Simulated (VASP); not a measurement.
Set up this calculation in VASP 6.6.1, as the native input.

| Item | Value |
| --- | --- |
| Task | single point |
| Functional | PBE |
| Potentials or basis | VASP PAW PBE potentials, release 64 (Mn_pv, Sb) |
| Cutoff | 520 eV |
| k mesh | 12 × 12 × 12 |
| Occupations | fermi-dirac, width 0.08 eV |
| Spin | collinear spin, ferromagnetic start |
| Starting moments | [4.0, 0.0] μB |
| Dipole correction | no |
| Further INCAR settings | ALGO = Normal; EDIFF = 1e-06; NBANDS = 20 |

The structure of MnSb lies in POSCAR:

```
MnSb
1.0
    0.0000000000      2.7950160000      2.7950160000
    2.7950160000      0.0000000000      2.7950160000
    2.7950160000      2.7950160000      0.0000000000
Mn Sb
1 1
Direct
    0.0000000000      0.0000000000      0.0000000000
    0.5000000000      0.5000000000      0.5000000000
```

One way to write it, as run:

INCAR

```
ALGO = Normal ; EDIFF = 1E-6
ENCUT = 520 ; GGA = PE
ISIF = 2 ; ISMEAR = -1
ISPIN = 2 ; LASPH = True
LCHARG = True ; LELF = True
LMAXMIX = 4 ; LORBIT = 11
LREAL = False ; LVHAR = True
LWAVE = False ; MAGMOM = 4 0
NBANDS = 20 ; NELM = 150
PREC = Accurate ; SIGMA = 0.08
```

KPOINTS

```
k-points
0
Gamma
  12 12 12
```

Potentials or basis: VASP PAW PBE potentials, release 64 (Mn_pv, Sb).

Run with:

```sh
$ cat potpaw_PBE.64/Mn_pv/POTCAR potpaw_PBE.64/Sb/POTCAR > POTCAR
$ mpirun -np 1 vasp_std > vasp.out
```

It gave:

The pressure is -0.4 GPa, the net moment is 3.83 μB per cell and the site moments are Mn +3.75; Sb -0.10 μB. The valence electrons inside the program's atomic spheres are Mn 11.46; Sb 2.48.

Caveat: a cell with one magnetic atom can't hold antiferromagnetic order, which such compounds often take.

Run time: 2.8 min on 1 thread of Oxide Virtual Turin-like Processor, on a shared host, peak memory 0.22 GiB.
